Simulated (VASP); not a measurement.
**Ca: relaxation of cell and atoms with PBE**

Crystal: Ca.

```
Ca
1.0
     0.00000    3.36340    3.36340
     3.36340    0.00000    3.36340
     3.36340    3.36340    0.00000
Ca
2
Direct
  0.87500 0.87500 0.87500
  0.12500 0.12500 0.12500
```

This isn't the form of Ca at room conditions, which is fcc.

| Property | Result |
| --- | --- |
| Program | VASP 6.6.1 |
| Task | relaxation of cell and atoms |
| Functional | PBE |
| Potentials or basis | VASP PAW PBE potentials, release 64 (Ca_sv) |
| Cutoff | 600 eV |
| k mesh | 10 × 10 × 10 |
| Occupations | fermi-dirac, width 0.08 eV |
| Spin | no spin polarisation |
| Target pressure | 6.1 GPa |
| Dipole correction | no |
| Further INCAR settings | ALGO = Normal; EDIFF = 1e-06; IBRION = 2; EDIFFG = -0.005; NSW = 60; ISIF = 3 |

- Relaxed volume: 32.06 Å³/atom
- Relaxed cell: a = 4.492 Å, b = 4.492 Å, c = 4.492 Å, α = 60.00°, β = 60.00°, γ = 60.00°
- Space group after relaxing (to 0.1 Å): Fd-3m (No. 227)
- Energy change on relaxing (the run minimises the enthalpy): +208.0 meV/atom
- Ionic steps: 4
- Pressure after relaxing: 6.1 GPa
- Band gap on the k mesh: zero (bands 10 and 11 overlap by 0.47 eV)

Step by step:
```tsv
step	energy change (eV)	largest force (eV/Å)	pressure (GPa)	volume (Å³)
1	0.0000	0.0000	5.01	76.10
2	0.0906	0.0000	5.28	73.28
3	0.3383	0.0000	5.89	66.19
4	0.4160	0.0000	6.10	64.11
```

Final structure:
```xyz
2
Lattice="0.0000 3.1767 3.1767 3.1767 0.0000 3.1767 3.1767 3.1767 0.0000" Properties=species:S:1:pos:R:3 pbc="T T T"
Ca    5.5591    5.5591    5.5591
Ca    0.7942    0.7942    0.7942
```

Levels at points of the mesh, in eV from the Fermi level:
```csv
k point,band 7,band 8,band 9,band 10,band 11,band 12,band 13,band 14
"(0.00, 0.00, 0.00)",-22.83,-22.83,-4.05,0.48,0.48,1.11,1.11,1.11
"(0.50, 0.00, 0.00)",-22.72,-22.72,-1.36,-1.17,0.31,0.31,1.26,1.26
"(0.50, 0.50, 0.00)",-22.62,-22.62,-1.18,-1.18,0.82,0.82,1.40,1.40
```

Run time: 5.9 min on 1 thread of Oxide Virtual Turin-like Processor, with other jobs on the host, peak memory 0.24 GiB.

Caveat: the cell is relaxed towards a set pressure, so the run minimises the enthalpy, not the energy; the volume moved by over 15 % at a fixed basis, so the end points are rough.
